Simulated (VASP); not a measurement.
Crystal: Si2Ge.

```xyz
3
Lattice="4.6331 0.0000 0.0000 -2.3165 4.0124 0.0000 0.0000 0.0000 2.6280" Properties=species:S:1:pos:R:3 pbc="T T T"
Si    0.0000    2.6749    1.3140
Si    2.3165    1.3375    1.3140
Ge    0.0000    0.0000    0.0000
```

```yaml
Program: VASP 6.6.1
Task: relaxation of cell and atoms
Functional: PBE
Potentials_or_basis: VASP PAW PBE potentials, release 64 (Si, Ge_d)
Cutoff: 600 eV
k_mesh: 12 × 12 × 18
Occupations: gaussian, width 0.1 eV
Spin: no spin polarisation
```

At the start: pressure 0.4 GPa; volume 16.28 Å³/atom.

Problem. How do energy, volume and symmetry change on relaxing?

Solution. Over 6 steps the energy falls by 11.4 meV/atom and the volume is 16.33 Å³/atom (+0.3 %); space group P6/mmm (No. 191, to 0.05 Å).

The path:
```
step  energy change (eV)  largest force (eV/Å)  pressure (GPa)  volume (Å³)
   1              0.0000                0.0000            0.41        48.85
   2             -0.0196                0.0000           -0.19        49.14
   3             -0.0292                0.0000           -1.13        49.78
   4             -0.0320                0.0000           -0.99        49.57
   5             -0.0336                0.0000            0.40        48.68
   6             -0.0341                0.0000            0.02        48.99
```

Final structure:
```
Si Ge
1.0
     4.53604    0.00000    0.00000
    -2.26802    3.92832    0.00000
     0.00000    0.00000    2.74919
Si Ge
2 1
Direct
  0.33333 0.66667 0.50000
  0.66667 0.33333 0.50000
  0.00000 0.00000 0.00000
```
